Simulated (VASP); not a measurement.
# MnO2 (fluorite type) (Fm-3m) in VASP: notebook, part 3 of 3

VASP 6.6.1. Earlier steps stand in the parts before.

### 5 Single point, PBE

This run uses another cell than the first one, of 8.38 Å³/atom, 1.041 times its volume.

INCAR

```
SYSTEM = MnO2
PREC = Accurate
ENCUT = 520
EDIFF = 1E-6
ISMEAR = -1
SIGMA = 0.06122561905347299
LREAL = .FALSE.
LASPH = .TRUE.
NELM = 100
ALGO = Normal
ISIF = 2
LWAVE = .FALSE.
LCHARG = .TRUE.
GGA = PE
LELF = .TRUE.
LVHAR = .TRUE.
NBANDS = 20
```

KPOINTS

```
regular mesh
0
G
  14 14 14
  0 0 0
```

POSCAR

```
MnO2
1.0
    0.0000000000      2.3251941590      2.3251941590
    2.3251941590      0.0000000000      2.3251941590
    2.3251941590      2.3251941590      0.0000000000
Mn O
1 2
Direct
    0.0000000000      0.0000000000      0.0000000000
    0.2500000000      0.2500000000      0.2500000000
    0.7500000000      0.7500000000      0.7500000000
```

Potentials or basis: VASP PAW PBE potentials, release 64 (Mn_pv, O).

Command:

```sh
$ cat potpaw_PBE.64/Mn_pv/POTCAR potpaw_PBE.64/O/POTCAR > POTCAR
$ mpirun -np 1 vasp_std > vasp.out
```

OUTCAR:

```text
SYSTEM = MnO2
   PREC = Accurate
   ENCUT = 520
   EDIFF = 1E-6
   ISMEAR = -1
   LREAL = .FALSE.
   LASPH = .TRUE.
   NELM = 100
   ISIF = 2
   GGA = PE

 ion  position               nearest neighbor table
   1  0.000  0.000  0.000-   3 2.01   3 2.01   3 2.01   2 2.01   3 2.01   2 2.01   2 2.01   2 2.01

   2  0.250  0.250  0.250-   1 2.01   1 2.01   1 2.01   1 2.01
   3  0.750  0.750  0.750-   1 2.01   1 2.01   1 2.01   1 2.01

  LATTYP: Found a face centered cubic cell.
 ALAT       =     4.6503883180

  Lattice vectors:

 A1 = (   0.0000000000,   2.3251941590,   2.3251941590)
 A2 = (   2.3251941590,   0.0000000000,   2.3251941590)
 A3 = (   2.3251941590,   2.3251941590,   0.0000000000)

Analysis of symmetry for initial positions (statically):
=====================================================================
 Subroutine PRICEL returns:
 Original cell was already a primitive cell.

 Routine SETGRP: Setting up the symmetry group for a
 face centered cubic supercell.

 Subroutine GETGRP returns: Found 48 space group operations
[... 159 lines left out ...]
  ---------------------------------------------------
  ext. energy  EPLUGINS =         0.00000000
  ---------------------------------------------------
  free energy    TOTEN  =       -22.12516737 eV

  energy without entropy =      -22.06422023  energy(sigma->0) =      -22.09469380

 E-fermi :   6.8286     XC(G=0): -12.7717

 val. band max:        6.8244979607   @ k =   0.2857   0.2857   0.0000
 cond. band min:       6.8288882422   @ k =  -0.4286   0.2857   0.1429
 fundamental gap:      0.0043902815
 Fermi energy:         6.8285784236

 k-point     1 :       0.0000    0.0000    0.0000
  band No.  band energies     occupation
      1     -41.7163      2.00000
      2     -41.7163      2.00000
      3     -41.7163      2.00000
      4     -14.0516      2.00000
      5      -9.3364      2.00000
      6       0.1964      2.00000
[... 541 lines left out ...]
     19      22.7073      0.00000
     20      22.9852      0.00000

 [... further k-points ...]
[... 5 lines left out ...]
  --------------------------------------------------------------------------------------
  -------------------------------------------------------------------------------------
  Total       -0.6785811     -0.6785811     -0.6785811     -0.0000000     -0.0000000      0.0000000
  in kB      -43.2418896    -43.2418896    -43.2418896     -0.0000000     -0.0000000      0.0000000
  external PRESSURE =     -43.2418896 kB  Pullay stress =       0.0000000 kB

 VOLUME and BASIS-vectors are now :
 -----------------------------------------------------------------------------
  energy-cutoff  :      520.00
  volume of cell :       25.14
      direct lattice vectors                 reciprocal lattice vectors
     0.000000000  2.325194159  2.325194159    -0.215035806  0.215035806  0.215035806
     2.325194159  0.000000000  2.325194159     0.215035806 -0.215035806  0.215035806
     2.325194159  2.325194159  0.000000000     0.215035806  0.215035806 -0.215035806

 POSITION                                       TOTAL-FORCE (eV/Angst)
 -----------------------------------------------------------------------------------
      0.00000      0.00000      0.00000         0.000000      0.000000     -0.000000
      1.16260      1.16260      1.16260        -0.000000     -0.000000     -0.000000
      3.48779      3.48779      3.48779         0.000000      0.000000      0.000000
 -----------------------------------------------------------------------------------
    total drift:                               -0.000000      0.000000      0.000000

  FREE ENERGIE OF THE ION-ELECTRON SYSTEM (eV)
  ---------------------------------------------------
  free  energy   TOTEN  =       -22.1251673735 eV

  energy  without entropy=      -22.0642202333  energy(sigma->0) =      -22.09469380
```

It took 31 s on 1 thread of Intel Xeon Platinum 8559C (Emerald Rapids), shared host; peak memory 0.16 GiB.

What came out:

| Quantity | Value |
| --- | --- |
| Free energy | -22.1252 eV |
| Pressure | -4.3 GPa |

Caveat: an odd number of electrons without spin polarisation forces a metal; a magnetic or distorted state may lie lower; the run has no spin polarisation, though such a crystal can be magnetic; semilocal functionals often make such compounds metallic where correlation or magnetic order opens a gap, which also shifts bond lengths.

### 6 Single point, PBE

This run uses another cell than the first one, of 8.38 Å³/atom, 1.041 times its volume.

INCAR

```
PREC = Accurate
ENCUT = 520
EDIFF = 1E-6
ISMEAR = -1
SIGMA = 0.06122561905347299
LREAL = False
LASPH = True
NELM = 80
ALGO = Normal
ISIF = 2
LWAVE = False
LCHARG = False
GGA = PE
NBANDS = 20
```

KPOINTS

```
Automatic mesh
0
Gamma
  14 14 14
```

POSCAR is that of step 5.

Potentials or basis: VASP PAW PBE potentials, release 64 (Mn_pv, O).

Command:

```sh
$ cat potpaw_PBE.64/Mn_pv/POTCAR potpaw_PBE.64/O/POTCAR > POTCAR
$ mpirun -np 1 vasp_std > vasp.out
```

Wall time 26 s (1 thread of Intel Xeon Platinum 8559C (Emerald Rapids), shared host); peak memory 0.17 GiB.

The run converged. Its results:

* Free energy: -22.1252 eV
* Pressure: -4.3 GPa

Levels at points of the mesh, in eV from the Fermi level:
| k point | band 10 | band 11 | band 12 | band 13 | band 14 | band 15 | band 16 | band 17 |
| --- | --- | --- | --- | --- | --- | --- | --- | --- |
| (0.00, 0.00, 0.00) | -1.30 | -1.30 | -0.78 | -0.78 | 2.94 | 2.94 | 2.94 | 7.94 |
| (0.50, 0.00, 0.00) | -3.30 | -3.30 | -0.55 | -0.55 | 0.62 | 2.73 | 2.73 | 11.06 |
| (0.50, 0.50, 0.00) | -2.89 | -0.32 | -0.20 | -0.15 | 0.65 | 2.36 | 2.36 | 11.11 |

Caveat: an odd number of electrons without spin polarisation forces a metal; a magnetic or distorted state may lie lower; the run has no spin polarisation, though such a crystal can be magnetic; semilocal functionals often make such compounds metallic where correlation or magnetic order opens a gap, which also shifts bond lengths. With open d or f shells a metallic result of PBE can be an artefact of self-interaction; +U or a hybrid may open a gap.

### 7 Summary

| cell | gap on the mesh (eV) | pressure (GPa) |
| --- | --- | --- |
| a = 3.245 Å, angles 60.0°, 3 atoms | none | 6.9 |
| a = 3.267 Å, angles 60.0°, 3 atoms | none | 0.9 |
| a = 3.288 Å, angles 60.0°, 3 atoms | none | -4.3 |

Alike in all rows: task single point; level PBE; potentials or basis VASP PAW PBE potentials, release 64 (Mn_pv, O); no spin polarisation; k mesh 14 × 14 × 14; cutoff (eV) 520; smearing fermi-dirac 0.0612256 eV.

Caveats: an odd number of electrons without spin polarisation forces a metal; a magnetic or distorted state may lie lower; the run has no spin polarisation, though such a crystal can be magnetic; semilocal functionals often make such compounds metallic where correlation or magnetic order opens a gap, which also shifts bond lengths.

Absolute energies hang on the potentials; compare differences alone.
